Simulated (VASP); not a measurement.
Runs of VASP 6.6.1 on Nb. The structure is cubic, space group Im-3m (No. 229). Conventional cell: a = 3.336 Å, b = 3.336 Å, c = 3.336 Å, α = 90.00°, β = 90.00°, γ = 90.00°. Nb (site symmetry m-3m) has 14 Nb at 2.89 to 3.34 Å within 3.8 Å. 

```csv
k mesh,cutoff (eV),smearing,gap on the mesh (eV),pressure (GPa)
11 × 11 × 11,520,gaussian 0.05 eV,none,(a)
11 × 11 × 11,500,fermi-dirac 0.1 eV,none,-3.6
11 × 11 × 11,520,fermi-dirac 0.0005 eV,none,-3.3
6 × 6 × 6,520,gaussian 0.05 eV,none,-6.8
```

Alike in all rows: task single point; level PBE; potentials or basis VASP PAW PBE potentials, release 64 (Nb_sv); no spin polarisation; cell as given.

Question: Fill in the values left out.

Answer: (a) -3.4.

Caveats: some runs use coarse meshes.

A k mesh can miss the band edges, and the runs leave out spin-orbit coupling on Nb.

A gap of «none» marks levels without a gap at the run's occupations.
